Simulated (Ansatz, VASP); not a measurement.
SnO in VASP and in Ansatz

```
CELL_PARAMETERS angstrom
3.59187 0.00000 0.00000
0.00000 3.59187 0.00000
0.00000 0.00000 5.32495
ATOMIC_POSITIONS crystal
Sn 0.00000 0.50000 0.24575
Sn 0.50000 0.00000 0.75425
O 0.00000 0.00000 0.00000
O 0.50000 0.50000 0.00000
```

Alike in both runs: task single point; functional LDA; k mesh 12 × 12 × 10; occupations gaussian, width 0.15 eV; no spin polarisation.

```csv
,VASP,Ansatz
version,VASP 6.6.1,Ansatz 0.2.0
potentials or method,"VASP PAW LDA potentials, release 64 (Sn_d, O), cutoff 520 eV","scalar-relativistic, plane waves, PAW"
valence electrons in the cell,40,40
```

```csv
,VASP,Ansatz,Ansatz less VASP
gap on the k mesh at the Fermi level (eV),none,none,-
pressure (GPa),-1.5,-1.9,-0.37
"traceless stress, the component that is largest in VASP (GPa)",-11.94,-11.99,-0.055
rms of the force components (eV/Å),0.766,0.812,+0.0454
```

LDA's correlation is that of Perdew and Zunger in VASP and of Perdew and Wang (1992) in Ansatz. Atom by atom the forces differ by 0.045 eV/Å (rms over components). A gap of «none» marks a metal or a gap that the smearing closes.
